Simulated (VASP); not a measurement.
# WC (P3m1) in VASP: notebook

Runs on WC. Level: r2SCAN. Tasks: single point.

Program: VASP 6.6.1. These are calculated values, not measurements. Logs are shortened: lines on timing, memory, paths and dates and some standing lists are left out, and cuts for length are marked.

**1. The cell of the first run**

Symmetry: P3m1, No. 156, trigonal system. Conventional cell: a = 2.901 Å, b = 2.901 Å, c = 2.829 Å, α = 90.00°, β = 90.00°, γ = 120.00°. Within 2.8 Å of W (site symmetry 3m) lie 6 C at 2.12 to 2.27 Å. Within 2.8 Å of C (site symmetry 3m) lie 6 W at 2.12 to 2.27 Å.

**2. Single point, r2SCAN (all W atoms moved +0.113 Å, as atom 1 along Cartesian [0 0 1])**

The input, POSCAR:

```
WC
1.0
    2.9005014360      0.0000000000      0.0000000000
   -1.4502507180      2.5119079273      0.0000000000
    0.0000000000      0.0000000000      2.8290000000
W C
1 1
Direct
    0.0000000000      0.0000000000      0.0397667020
    0.6666666667      0.3333333333      0.5000000000
```

The input, INCAR.step1:

```
PREC = Accurate
ENCUT = 520
ISMEAR = 0
SIGMA = 0.15
LREAL = F
LASPH = T
NELM = 80
NBANDS = 16
GGA = PE
ALGO = Normal
EDIFF = 1E-4
LWAVE = T
LCHARG = F
```

The input, INCAR.step2:

```
PREC = Accurate
ENCUT = 520
EDIFF = 1E-6
ISMEAR = 0
SIGMA = 0.15
LREAL = F
LASPH = T
NELM = 80
ALGO = Normal
ISIF = 2
LWAVE = F
LCHARG = F
METAGGA = R2SCAN
LMIXTAU = T
NBANDS = 16
ISTART = 1
```

The input, KPOINTS:

```
regular mesh
0
Gamma
  18 18 16
```

Potentials or basis: VASP PAW PBE potentials, release 64 (W_sv, C).

Started as:

```console
$ cat potpaw_PBE.64/W_sv/POTCAR potpaw_PBE.64/C/POTCAR > POTCAR
$ cp INCAR.step1 INCAR
$ mpirun -np 1 vasp_std > vasp.out
$ cp INCAR.step2 INCAR
$ mpirun -np 1 vasp_std > vasp.out
```

OUTCAR:

```text
PREC = Accurate
   ENCUT = 520
   EDIFF = 1E-6
   ISMEAR = 0
   LREAL = F
   LASPH = T
   NELM = 80
   ISIF = 2
   METAGGA = R2SCAN
   ISTART = 1

 ion  position               nearest neighbor table
   1  0.000  0.000  0.040-   2 2.12   2 2.12   2 2.12   2 2.27   2 2.27   2 2.27
   2  0.667  0.333  0.500-   1 2.12   1 2.12   1 2.12   1 2.27   1 2.27   1 2.27

  LATTYP: Found a hexagonal cell.
 ALAT       =     2.9005014360
 C/A-ratio  =     0.9753485949

  Lattice vectors:

 A1 = (   2.9005014360,   0.0000000000,   0.0000000000)
 A2 = (  -1.4502507180,   2.5119079273,   0.0000000000)
 A3 = (   0.0000000000,   0.0000000000,   2.8290000000)

Analysis of symmetry for initial positions (statically):
=====================================================================
 Subroutine PRICEL returns:
 Original cell was already a primitive cell.

 Routine SETGRP: Setting up the symmetry group for a
 hexagonal supercell.

 Subroutine GETGRP returns: Found  6 space group operations
 (whereof  6 operations were pure point group operations)
 out of a pool of 24 trial point group operations.

The static configuration has the point symmetry C_3v.

Analysis of symmetry for dynamics (positions and initial velocities):
=====================================================================
 Subroutine PRICEL returns:
 Original cell was already a primitive cell.

 Routine SETGRP: Setting up the symmetry group for a
 hexagonal supercell.

 Subroutine GETGRP returns: Found  6 space group operations
 (whereof  6 operations were pure point group operations)
 out of a pool of 24 trial point group operations.

The dynamic configuration has the point symmetry C_3v.

 Subroutine INISYM returns: Found  6 space group operations
 (whereof  6 operations are pure point group operations),
 and found     1 'primitive' translations

----------------------------------------------------------------------------------------

                                     Primitive cell

  volume of cell :      20.6115

  direct lattice vectors                    reciprocal lattice vectors
     2.900501436  0.000000000  0.000000000     0.344767973  0.199051882  0.000000000
    -1.450250718  2.511907927  0.000000000     0.000000000  0.398103764  0.000000000
     0.000000000  0.000000000  2.829000000     0.000000000  0.000000000  0.353481796

  length of vectors
     2.900501436  2.900501436  2.829000000     0.398103764  0.398103764  0.353481796

  position of ions in fractional coordinates (direct lattice)
     0.000000000  0.000000000  0.039766702
     0.666666667  0.333333333  0.500000000

  ion indices of the primitive-cell ions
   primitive index   ion index
                 1           1
                 2           2

----------------------------------------------------------------------------------------

 KPOINTS: regular mesh

Automatic generation of k-mesh.
 Grid dimensions read from file:
 generate k-points for:   18   18   16

 Generating k-lattice:

  Cartesian coordinates                     Fractional coordinates (reciprocal lattice)
     0.019153776  0.011058438  0.000000000     0.055555556  0.000000000  0.000000000
     0.000000000  0.022116876  0.000000000     0.000000000  0.055555556  0.000000000
     0.000000000  0.000000000  0.022092612     0.000000000  0.000000000  0.062500000

  Length of vectors
     0.022116876  0.022116876  0.022092612

  Shift w.r.t. Gamma in fractional coordinates (k-lattice)
     0.000000000  0.000000000  0.000000000

 Subroutine IBZKPT returns following result:
 ===========================================

 Found    522 irreducible k-points:

 Following reciprocal coordinates:
            Coordinates               Weight
  0.000000  0.000000  0.000000      1.000000
  0.055556  0.000000  0.000000      6.000000
  0.111111  0.000000  0.000000      6.000000
  0.166667  0.000000  0.000000      6.000000
  0.222222 -0.000000  0.000000      6.000000
  0.277778  0.000000  0.000000      6.000000
[... 16 lines left out ...]
  0.333333  0.111111  0.000000     12.000000
  0.388889  0.111111  0.000000     12.000000
 [... further k-points ...]
   k-points           NKPTS =    522   k-points in BZ     NKDIM =    522   number of bands    NBANDS=     16
   number of dos      NEDOS =    301   number of ions     NIONS =      2
   total plane-waves  NPLWV =  13824
   dimension x,y,z NGX =    24 NGY =   24 NGZ =   24
   dimension x,y,z NGXF=    48 NGYF=   48 NGZF=   48
   ions per type =               1   1
   NGX,Y,Z   is equivalent  to a cutoff of  13.76, 13.76, 14.10 a.u.
   NGXF,Y,Z  is equivalent  to a cutoff of  27.51, 27.51, 28.21 a.u.
 SYSTEM =  unknown system
   PREC   = accura    normal or accurate (medium, high low for compatibility)
   ISTART =      1    job   : 0-new  1-cont  2-samecut
   ICHARG =      0    charge: 1-file 2-atom 10-const
   ISPIN  =      1    spin polarized calculation?
   LNONCOLLINEAR =      F non collinear calculations
   LSORBIT =      F    spin-orbit coupling
   LASPH  =      T    aspherical Exc in radial PAW
   ENCUT  =  520.0 eV  38.22 Ry    6.18 a.u.   5.39  5.39  5.26*2*pi/ulx,y,z
   NELM   =     80;   NELMIN=  2; NELMDL=  0     # of ELM steps
   EDIFF  = 0.1E-05   stopping-criterion for ELM
   LREAL  =      F    real-space projection
   EDIFFG = 0.1E-04   stopping-criterion for IOM
   NSW    =      0    number of steps for IOM
   IBRION =     -1    ionic relax: 0-MD 1-quasi-New 2-CG
   NFREE  =      0    steps in history (QN), initial steepest desc. (CG)
   ISIF   =      2    stress and relaxation
   ISYM   =      2    0-nonsym 1-usesym 2-fastsym
   POTIM  = 0.5000    time-step for ionic-motion
   TEBEG  =    0.0;   TEEND  =   0.0 temperature during run
   PSTRESS=    0.0 pullay stress
   NELECT =      18.0000    total number of electrons
   NUPDOWN=      -1.0000    fix difference up-down
   EMIN   =  10.00;   EMAX   =-10.00  energy-range for DOS
   EFERMI =   0.00;   METHOD = LEGACY
   ISMEAR =     0;   SIGMA  =   0.15  broadening in eV -4-tet -1-fermi 0-gaus
   EFERMI_NEDOS =   21; number of points for ismear=-14 and -15
   IALGO  =     38    algorithm
   IMIX   =      4    mixing-type and parameters
     AMIX     =   0.40;   BMIX     =  1.00
     AMIX_MAG =   1.60;   BMIX_MAG =  1.00
  volume/ion in A,a.u.               =      10.31        69.55
  Fermi-wavevector in a.u.,A,eV,Ry     =   1.564813  2.957068 33.315762  2.448639
  Thomas-Fermi vector in A             =   2.667381
   LORBIT       =      0    0 simple, 1 ext, 2 COOP (PROOUT), +10 PAW based schemes
   METAGGA = R2SCAN    functional components
   LHFCALC =     F    Hartree Fock is set to
   AEXX    =    0.0000 exact exchange contribution
   IVDW    =     0    specifies the selected vdW correction
   LEPSILON=     F    determine dielectric tensor
   LRPA    =     F    only Hartree local field effects (RPA)
 non-spin polarized calculation
 Gauss-broadening in eV      SIGMA  =   0.15
  energy-cutoff  :      520.00
  volume of cell :       20.61
 maximum number of plane-waves:       580
 NGX is ok and might be reduce to    24
   NGX = 11   NGY = 11   NGZ = 11

 number of electron      18.0000000 magnetization

 Free energy of the ion-electron system (eV)
  ---------------------------------------------------
  ext. energy  EPLUGINS =         0.00000000
  ---------------------------------------------------
  free energy    TOTEN  =       -61.51684374 eV

  energy without entropy =      -61.51376290  energy(sigma->0) =      -61.51530332

 E-fermi :  11.0928     XC(G=0): -15.0018

 val. band max:       11.0665446583   @ k =  -0.0556   0.5000   0.4375
 cond. band min:      11.1012608957   @ k =   0.0556   0.0000   0.0625
 fundamental gap:      0.0347162374
 Fermi energy:        11.0927778595

 k-point     1 :       0.0000    0.0000    0.0000
  band No.  band energies     occupation
      1     -64.8406      2.00000
      2     -28.1508      2.00000
      3     -28.0495      2.00000
      4     -28.0495      2.00000
      5      -4.2268      2.00000
      6       6.3667      2.00000
[... 8 lines left out ...]
     15      26.0257      0.00000
     16      28.7454      0.00000

 k-point     2 :       0.0556    0.0000    0.0000
  band No.  band energies     occupation
      1     -64.8386      2.00000
      2     -28.1473      2.00000
      3     -28.0778      2.00000
      4     -28.0559      2.00000
      5      -4.1418      2.00000
      6       6.3976      2.00000
[... 8 lines left out ...]
     15      25.8864      0.00000
     16      28.9244      0.00000

 k-point     3 :       0.1111    0.0000    0.0000
  band No.  band energies     occupation
      1     -64.8327      2.00000
      2     -28.1612      2.00000
      3     -28.1349      2.00000
      4     -28.0742      2.00000
      5      -3.8938      2.00000
      6       6.3744      2.00000
[... 8 lines left out ...]
     15      25.6504      0.00000
     16      29.4408      0.00000

 k-point     4 :       0.1667    0.0000    0.0000
  band No.  band energies     occupation
      1     -64.8237      2.00000
      2     -28.2828      2.00000
      3     -28.1200      2.00000
      4     -28.1021      2.00000
      5      -3.5033      2.00000
      6       6.0081      2.00000
[... 8 lines left out ...]
     15      25.5516      0.00000
     16      30.1398      0.00000
[... 324 lines left out ...]
 k-point    22 :       0.2778    0.1111    0.0000
  band No.  band energies     occupation
      1     -64.7868      2.00000
      2     -28.7228      2.00000
      3     -28.2594      2.00000
      4     -28.0541      2.00000
      5      -1.6701      2.00000
      6       4.3904      2.00000
[... 8 lines left out ...]
     15      27.1922      0.00000
     16      28.5862      0.00000

 k-point    23 :       0.3333    0.1111    0.0000
  band No.  band energies     occupation
      1     -64.7783      2.00000
      2     -28.8210      2.00000
      3     -28.2944      2.00000
      4     -28.0388      2.00000
      5      -1.1587      2.00000
      6       4.0684      2.00000
[... 8 lines left out ...]
     15      26.7698      0.00000
     16      28.7159      0.00000

 k-point    24 :       0.3889    0.1111    0.0000
  band No.  band energies     occupation
      1     -64.7727      2.00000
      2     -28.8844      2.00000
      3     -28.3172      2.00000
      4     -28.0288      2.00000
      5      -0.7925      2.00000
      6       3.8654      2.00000
[... 8 lines left out ...]
     15      25.8855      0.00000
     16      29.3830      0.00000

 [... further k-points ...]

------------------------ aborting loop because EDIFF is reached ----------------------------------------

  FORCE on cell =-STRESS in cart. coord.  units (eV):
  Direction    XX          YY          ZZ          XY          YZ          ZX
  --------------------------------------------------------------------------------------
  -------------------------------------------------------------------------------------
  Total        1.1391127      1.1391127      1.3018774      0.0000000      0.0000000      0.0000000
  in kB       88.5457077     88.5457077    101.1977625      0.0000000      0.0000000      0.0000000
  external PRESSURE =      92.7630593 kB  Pullay stress =       0.0000000 kB

 VOLUME and BASIS-vectors are now :
 -----------------------------------------------------------------------------
  energy-cutoff  :      520.00
  volume of cell :       20.61
      direct lattice vectors                 reciprocal lattice vectors
     2.900501436  0.000000000  0.000000000     0.344767973  0.199051882  0.000000000
    -1.450250718  2.511907927  0.000000000     0.000000000  0.398103764  0.000000000
     0.000000000  0.000000000  2.829000000     0.000000000  0.000000000  0.353481796

 POSITION                                       TOTAL-FORCE (eV/Angst)
 -----------------------------------------------------------------------------------
      0.00000      0.00000      0.11250         0.000000     -0.000000     -1.641053
      1.45025      0.83730      1.41450        -0.000000      0.000000      1.641053
 -----------------------------------------------------------------------------------
    total drift:                               -0.000000      0.000000      0.000235

  FREE ENERGIE OF THE ION-ELECTRON SYSTEM (eV)
  ---------------------------------------------------
  free  energy   TOTEN  =       -61.5168437403 eV

  energy  without entropy=      -61.5137629020  energy(sigma->0) =      -61.51530332
```

It took 5.2 min on 1 thread of Intel Xeon 6975P-C (Granite Rapids), shared host; peak memory 0.28 GiB.

Results:

```yaml
Free_energy: -61.5168 eV
Pressure: 9.3 GPa
Largest_force: 1.641 eV/Å
Band_gap_on_the_k_mesh: zero (band 9 reaches 11.83 eV, above the bottom of band 10 at 10.59 eV)
```

Forces in eV/Å, atoms in the order of the input:
```
W    0.000  0.000 -1.641
C    0.000  0.000  1.641
```

Levels at points of the mesh, in eV from the Fermi level:
| k point | band 6 | band 7 | band 8 | band 9 | band 10 | band 11 | band 12 | band 13 |
| --- | --- | --- | --- | --- | --- | --- | --- | --- |
| (0.00, 0.00, 0.00) | -4.73 | -3.64 | -3.64 | 0.34 | 3.35 | 3.35 | 6.17 | 6.17 |
| (0.50, 0.00, 0.00) | -7.39 | -4.03 | -3.45 | -0.73 | 2.68 | 4.77 | 5.08 | 6.84 |
| (0.00, 0.00, 0.50) | -9.03 | -2.35 | -2.35 | -0.50 | -0.50 | 3.94 | 4.94 | 4.94 |
| (0.50, 0.00, 0.50) | -6.87 | -4.58 | -4.36 | 0.23 | 4.61 | 5.53 | 6.97 | 9.68 |

Caveat: the cell differs from its parent crystal (all W atoms moved +0.113 Å, as atom 1 along Cartesian [0 0 1]); the PAW data sets were made with another functional, which shifts forces and pressure a little; spin-orbit coupling is left out, which moves the levels of the heavy elements.

**3. Single point, r2SCAN (all W atoms moved +0.037 Å, as atom 1 along Cartesian [0 0 1])**

POSCAR, as its differences from that of step 2:

```diff
@@ -8,3 +8,3 @@
 Direct
-    0.0000000000      0.0000000000      0.0397667020
+    0.0000000000      0.0000000000      0.0132555673
     0.6666666667      0.3333333333      0.5000000000
```

INCAR.step1, as its differences from that of step 2:

```diff
@@ -6,3 +6,3 @@
 LASPH = T
-NELM = 80
+NELM = 60
 NBANDS = 16
```

INCAR.step2, as its differences from that of step 2:

```diff
@@ -7,3 +7,3 @@
 LASPH = T
-NELM = 80
+NELM = 60
 ALGO = Normal
```

KPOINTS is that of step 2.

Potentials or basis: VASP PAW PBE potentials, release 64 (W_sv, C).

Started as:

```console
$ cat potpaw_PBE.64/W_sv/POTCAR potpaw_PBE.64/C/POTCAR > POTCAR
$ cp INCAR.step1 INCAR
$ mpirun -np 1 vasp_std > vasp.out
$ cp INCAR.step2 INCAR
$ mpirun -np 1 vasp_std > vasp.out
```

It took 5.5 min on 1 thread of Intel Xeon 6975P-C (Granite Rapids), shared host; peak memory 0.29 GiB.

Results (log left out):

| Quantity | Value |
| --- | --- |
| Free energy | -61.5980 eV |
| Pressure | 6.6 GPa |
| Largest force | 0.537 eV/Å |
| Band gap on the k mesh | zero (band 9 reaches 11.79 eV, above the bottom of band 10 at 10.49 eV) |

Forces on the atoms (eV/Å):
```
W    0.000  0.000 -0.537
C    0.000  0.000  0.537
```

Levels at points of the mesh, in eV from the Fermi level:
```tsv
k point	band 6	band 7	band 8	band 9	band 10	band 11	band 12	band 13
(0.00, 0.00, 0.00)	-4.55	-3.53	-3.53	0.14	3.44	3.44	6.03	6.03
(0.50, 0.00, 0.00)	-7.37	-3.85	-3.66	-0.54	2.54	4.78	5.15	7.27
(0.00, 0.00, 0.50)	-9.05	-2.14	-2.14	-0.57	-0.57	3.87	4.87	4.87
(0.50, 0.00, 0.50)	-6.78	-4.53	-4.38	0.24	4.65	5.55	7.04	9.74
```

Caveat: the cell differs from its parent crystal (all W atoms moved +0.037 Å, as atom 1 along Cartesian [0 0 1]); the PAW data sets were made with another functional, which shifts forces and pressure a little; spin-orbit coupling is left out, which moves the levels of the heavy elements.
